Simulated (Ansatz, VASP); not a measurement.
Si2F3: VASP beside Ansatz

```
CELL_PARAMETERS angstrom
4.43823 0.00000 0.00000
-2.21911 3.84362 0.00000
0.00000 0.00000 3.60154
ATOMIC_POSITIONS crystal
Si 0.33333 0.66667 0.50000
Si 0.66667 0.33333 0.50000
F 0.33333 0.66667 0.00000
F 0.66667 0.33333 0.00000
F 0.00000 0.00000 0.00000
```

Alike in both runs: functional PBE; k mesh 12 × 12 × 10; occupations gaussian, width 0.1 eV; no spin polarisation.

Ansatz relaxed the structure, and its values are those at the end. VASP's run is a single point on that final structure, the one shown.

```csv
,VASP,Ansatz
version,VASP 6.6.1,Ansatz 0.2.0
potentials or method,"VASP PAW PBE potentials, release 64 (Si, F), cutoff 520 eV","scalar-relativistic, plane waves, PAW"
valence electrons in the cell,29,29
```

|  | VASP | Ansatz | Ansatz less VASP |
| --- | --- | --- | --- |
| gap on the k mesh at the Fermi level (eV) | none | none | - |
| pressure (GPa) | -0.1 | 0.0 | +0.04 |

A gap of «none» marks a metal or a gap that the smearing closes. The functional is the same, so the differences come from potentials, cutoffs and numerics.
